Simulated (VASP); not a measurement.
A run of VASP 6.6.1 is set up as follows.

The input INCAR:

```
SYSTEM = Ge
  PREC = Accurate
  ENCUT = 520
  EDIFF = 1E-7
  ISMEAR = -1
  SIGMA = 0.05
  LREAL = .FALSE.
  LASPH = .TRUE.
  NELM = 100
  ALGO = Normal
  ISIF = 2
  LWAVE = .FALSE.
  LCHARG = .TRUE.
  GGA = PS
  LELF = .TRUE.
  LVHAR = .TRUE.
  NBANDS = 21
```

KPOINTS

```
regular mesh
0
G
  8 8 8
  0 0 0
```

Contents of POSCAR:

```
Ge
1.0
    0.0000000000      2.6122438626      2.6122438626
    2.6122438626      0.0000000000      2.6122438626
    2.6122438626      2.6122438626      0.0000000000
Ge
2
Direct
    0.7500000000      0.7500000000      0.7500000000
    0.5000000000      0.5000000000      0.5000000000
```

Potentials or basis: VASP PAW PBE potentials, release 64 (Ge_d).

Run with:

```sh
$ cat potpaw_PBE.64/Ge_d/POTCAR > POTCAR
$ mpirun -np 1 vasp_std > vasp.out
```

Q: Estimate the pressure.

A: 29.9 GPa.

Q: What does it give for the band gap on the k mesh?

A: 0.09 eV, indirect (least direct gap 2.35 eV).

Caveat: the PAW data sets were made with another functional, which shifts forces and pressure a little. A k mesh can miss the band edges.
